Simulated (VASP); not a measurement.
Sc, 2 atoms in the cell. Symmetry: Fd-3m, No. 227, cubic system. Conventional cell: a = 5.511 Å, b = 5.511 Å, c = 5.511 Å, α = 90.00°, β = 90.00°, γ = 90.00°. Sc (site symmetry -43m) has 4 Sc at 2.39 Å within 3.2 Å. This isn't the form of Sc at room conditions, which is hcp.

```yaml
Program: VASP 6.6.1
Task: single point
Functional: r2SCAN
Potentials_or_basis: VASP PAW PBE potentials, release 64 (Sc_sv)
Cutoff: 520 eV
k_mesh: 6 × 6 × 6
Occupations: methfessel-paxton, width 0.05 eV
Spin: no spin polarisation
Dipole_correction: no
Further_INCAR_settings: ALGO = Normal; EDIFF = 1e-07; NBANDS = 18
```

Potentials or basis: VASP PAW PBE potentials, release 64 (Sc_sv).

The run is started by

```bash
$ cat potpaw_PBE.64/Sc_sv/POTCAR > POTCAR
$ cp INCAR.step1 INCAR
$ mpirun -np 1 vasp_std > vasp.out
$ cp INCAR.step2 INCAR
$ mpirun -np 1 vasp_std > vasp.out
```

Hardware: 1 thread of Intel(R) Xeon(R) 6975P-C (Granite Rapids) (shared host).

Problem. How long does it take, and how much memory?

Solution. Wall time 35 s on 1 thread of Intel(R) Xeon(R) 6975P-C (Granite Rapids), on a shared host, peak memory 0.16 GiB. Counts: k points 16.
